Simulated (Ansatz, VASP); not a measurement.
## Two plane-wave programs on AgCl

```xyz
2
Lattice="0.0000 2.7731 2.7731 2.7731 0.0000 2.7731 2.7731 2.7731 0.0000" Properties=species:S:1:pos:R:3 pbc="T T T"
Ag    2.7731    2.7731    2.7731
Cl    0.0000    0.0000    0.0000
```

Alike in both runs: task single point; functional LDA; k mesh 6 × 6 × 6; occupations gaussian, width 0.1 eV; no spin polarisation.

|  | VASP | Ansatz |
| --- | --- | --- |
| version | VASP 6.6.1 | Ansatz 0.2.0 |
| potentials or method | VASP PAW LDA potentials, release 64 (Ag, Cl), cutoff 500 eV | scalar-relativistic, plane waves, PAW |
| valence electrons in the cell | 18 | 26 |

Ansatz gave:

| Item | Value |
| --- | --- |
| gap on the k mesh at the Fermi level (eV) | 0.61 |
| least direct gap on the mesh (eV) | 2.92 |
| pressure (GPa) | -5.6 |

Question: Estimate VASP's values.

Answer: gap on the k mesh at the Fermi level (eV): 0.64; least direct gap on the mesh (eV): 2.94; pressure (GPa): -5.6.

LDA's correlation is that of Perdew and Zunger in VASP and of Perdew and Wang (1992) in Ansatz. VASP's potentials hold 18 valence electrons a cell and Ansatz's 26, so a difference there can come from the potentials and not from the codes.
